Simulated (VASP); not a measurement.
# Al2O3: relaxation of cell and atoms with PBEsol+D4

Al2O3:

```
Al O
1.0
     3.01748    0.00000    0.00000
    -1.50874    2.61322    0.00000
     0.00000    0.00000    7.57464
Al O
2 3
Direct
  0.00000 0.00000 0.27795
  0.00000 0.00000 0.72205
  0.33333 0.66667 0.19945
  0.66667 0.33333 0.80055
  0.00000 0.00000 0.50000
```

```
Program                : VASP 6.6.1
Task                   : relaxation of cell and atoms
Functional             : PBEsol
Dispersion             : D4
Potentials or basis    : VASP PAW PBE potentials, release 64 (Al, O)
Cutoff                 : 600 eV
k mesh                 : 12 × 12 × 4
Occupations            : gaussian, width 0.01 eV
Spin                   : no spin polarisation
Dipole correction      : no
Further INCAR settings : ALGO = Normal; EDIFF = 1e-07; IBRION = 2; EDIFFG = -0.01; NSW = 80; ISIF = 3
```

```
Relaxed volume                        : 11.27 Å³/atom
Relaxed cell                          : a = 2.978 Å, b = 2.978 Å, c = 7.339 Å, α = 90.00°, β = 90.00°, γ = 120.00°
Space group after relaxing (to 0.1 Å) : P-3m1 (No. 164)
Energy gained by relaxing             : 7.7 meV/atom
Ionic steps                           : 19
Pressure after relaxing               : 0.1 GPa
Largest force after relaxing          : 0.009 eV/Å
Band gap on the k mesh                : 2.37 eV
Dispersion energy per atom            : -0.120 eV
```

Forces on the atoms (eV/Å):
```
Al   0.000  0.000 -0.008
Al   0.000  0.000  0.008
O    0.000  0.000 -0.009
O    0.000  0.000  0.009
O    0.000  0.000  0.000
```

The path:
| step | energy change (eV) | largest force (eV/Å) | pressure (GPa) | volume (Å³) |
| --- | --- | --- | --- | --- |
| 1 | 0.0000 | 0.1977 | -5.18 | 59.73 |
| 2 | -0.0061 | 0.3750 | 5.08 | 56.45 |
| 3 | -0.0311 | 0.1489 | -0.04 | 57.96 |
| 4 | -0.0298 | 0.3440 | -0.14 | 57.77 |
| 5 | -0.0323 | 0.1146 | -0.09 | 57.89 |
| 6 | -0.0332 | 0.0455 | -0.08 | 57.80 |
| 7 | -0.0332 | 0.0459 | -0.07 | 57.77 |
| 8 | -0.0336 | 0.0474 | -0.05 | 57.71 |
| 9 | -0.0346 | 0.0515 | -0.02 | 57.53 |
| 10 | -0.0364 | 0.0618 | 0.06 | 57.18 |
| 11 | -0.0384 | 0.0868 | 0.29 | 56.47 |
| 12 | -0.0386 | 0.0399 | -0.04 | 56.46 |
| 13 | -0.0386 | 0.0136 | 0.03 | 56.46 |
| 14 | -0.0386 | 0.0106 | -0.04 | 56.47 |
| 15 | -0.0386 | 0.0074 | -0.13 | 56.47 |
| 16 | -0.0387 | 0.0174 | -0.07 | 56.44 |
| 17 | -0.0387 | 0.0199 | -0.05 | 56.44 |
| 18 | -0.0387 | 0.0121 | 0.02 | 56.39 |
| 19 | -0.0387 | 0.0085 | 0.07 | 56.37 |

Final structure:
```xyz
5
Lattice="2.9780 0.0000 0.0000 -1.4890 2.5790 0.0000 0.0000 0.0000 7.3391" Properties=species:S:1:pos:R:3 pbc="T T T"
Al   -1.4890    2.5790    1.9993
Al    0.0000    0.0000    5.3398
O     0.0000    1.7194    1.4060
O     1.4890    0.8597    5.9331
O     0.0000    0.0000    3.6696
```

Levels at points of the mesh, in eV from the valence-band top:
```tsv
k point	band 9	band 10	band 11	band 12	band 13	band 14	band 15	band 16
(0.00, 0.00, 0.00)	-3.82	-2.35	0.00	0.00	2.37	4.52	7.46	10.61
(0.50, 0.00, 0.00)	-3.68	-3.23	-1.91	-0.52	4.39	6.22	8.25	9.14
(0.00, 0.00, 0.50)	-3.72	-3.32	0.00	0.00	3.36	3.54	8.17	9.01
(0.50, 0.00, 0.50)	-3.55	-3.54	-1.81	-0.52	4.97	5.45	8.24	8.73
```

It took 12 min on 1 thread of Intel(R) Xeon(R) Platinum 8259CL CPU @ 2.50GHz (Skylake/Cascade Lake) (shared host), peak memory 0.23 GiB.

Caveat: the PAW data sets were made with another functional, which shifts forces and pressure a little. A k mesh can miss the band edges.
